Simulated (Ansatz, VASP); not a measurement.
## CaSe in VASP and in Ansatz

INCAR

```
SYSTEM = CaSe
PREC = Accurate
ENCUT = 520
EDIFF = 1E-6
ISMEAR = 0
SIGMA = 0.05
LREAL = .FALSE.
LASPH = .TRUE.
NELM = 100
ALGO = Normal
ISIF = 2
LWAVE = .FALSE.
LCHARG = .FALSE.
GGA = PS
NBANDS = 15
```

KPOINTS

```
Automatic mesh
0
G
  8 8 8
  0 0 0
```

Contents of POSCAR:

```
CaSe
1.0
    0.0000000000      2.9560000000      2.9560000000
    2.9560000000      0.0000000000      2.9560000000
    2.9560000000      2.9560000000      0.0000000000
Ca Se
1 1
Direct
    0.0000000000      0.0000000000      0.0000000000
    0.5084573748      0.5084573748      0.4915426252
```

Input for Ansatz:

```yaml
crystal:
  lattice:
    - [0.0, 2.956, 2.956]
    - [2.956, 0.0, 2.956]
    - [2.956, 2.956, 0.0]
  atoms:
    - { symbol: Ca, position: [0.0, 0.0, 0.0] }
    - { symbol: Se, position: [0.5084573748, 0.5084573748, 0.4915426252] }
basis:
  ecutwfc: 420
kpoints:
  mp_grid: { grid: [8, 8, 8] }
hamiltonian:
  xc: pbesol
scf:
  occupations: { method: gaussian, width: 0.05 }
output:
  forces: true
  stress: true
  eigenvalues: true
```

Change from the starting cell: all Se atoms moved -0.050 Å, as atom 2 towards its neighbour atom 1 (Ca) at 2.956 Å.

Alike in both runs: task single point; functional PBEsol; k mesh 8 × 8 × 8; occupations gaussian, width 0.05 eV; no spin polarisation.

```csv
,VASP,Ansatz
version,VASP 6.6.1,Ansatz 0.2.0
potentials or method,"VASP PAW PBE potentials, release 64 (Ca_sv, Se), cutoff 520 eV","scalar-relativistic, plane waves, PAW"
valence electrons in the cell,16,26
```

|  | VASP | Ansatz | Ansatz less VASP |
| --- | --- | --- | --- |
| gap on the k mesh at the Fermi level (eV) | 1.93 | 1.94 | +0.013 |
| least direct gap on the mesh (eV) | 2.87 | 2.88 | +0.011 |
| pressure (GPa) | -0.9 | -1.1 | -0.19 |
| traceless stress, the component that is largest in VASP (GPa) | 0.11 | 0.11 | -0.001 |
| rms of the force components (eV/Å) | 0.087 | 0.085 | -0.0015 |

VASP's potentials were made for PBE, not for PBEsol. Atom by atom the forces differ by 0.001 eV/Å (rms over components). VASP's potentials hold 16 valence electrons a cell and Ansatz's 26, so a difference there can come from the potentials and not from the codes.
